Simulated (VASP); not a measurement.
Crystal: MnSi.

```
Mn Si
1.0
     4.54800    0.00000    0.00000
     0.00000    4.54800    0.00000
     0.00000    0.00000    4.54800
Mn Si
4 4
Direct
  0.13800 0.13800 0.13800
  0.36200 0.86200 0.63800
  0.63800 0.36200 0.86200
  0.86200 0.63800 0.36200
  0.84600 0.84600 0.84600
  0.65400 0.15400 0.34600
  0.34600 0.65400 0.15400
  0.15400 0.34600 0.65400
```

Base run:

* Program: VASP 6.6.1
* Functional: PBE
* Potentials or basis: VASP PAW PBE potentials, release 64 (Mn_pv, Si)
* Cutoff: 520 eV
* k mesh: 5 × 5 × 5
* Occupations: fermi-dirac, width 0.1 eV
* Spin: collinear spin, ferromagnetic start
* Starting moments: [2.025, 2.025, 2.025, 2.025, 0.0, 0.0, 0.0, 0.0] μB
* Fixed moment: 8.1 μB

Its results: pressure 5.1 GPa; site moments Mn +2.11; Si -0.08 μB; largest force 0.273 eV/Å.

Task: The run is repeated on the same cell with these changes: fixed moment from 8.1 μB to 2.7 μB; moments at the start from [2.02, 2.02, 2.02, 2.02, 0.0, 0.0, 0.0,  to [0.68, 0.68, 0.68, 0.68, 0.0, 0.0, 0.0, . What comes out?

Result: Pressure -5.8 GPa; site moments Mn +0.73; Si -0.04 μB; largest force 0.220 eV/Å.

Caveats: the total moment is fixed, so each spin has its own Fermi level and the state may be an excited one; the cell stands under pressure (at least some runs); the cell stands under tension (at least some runs).
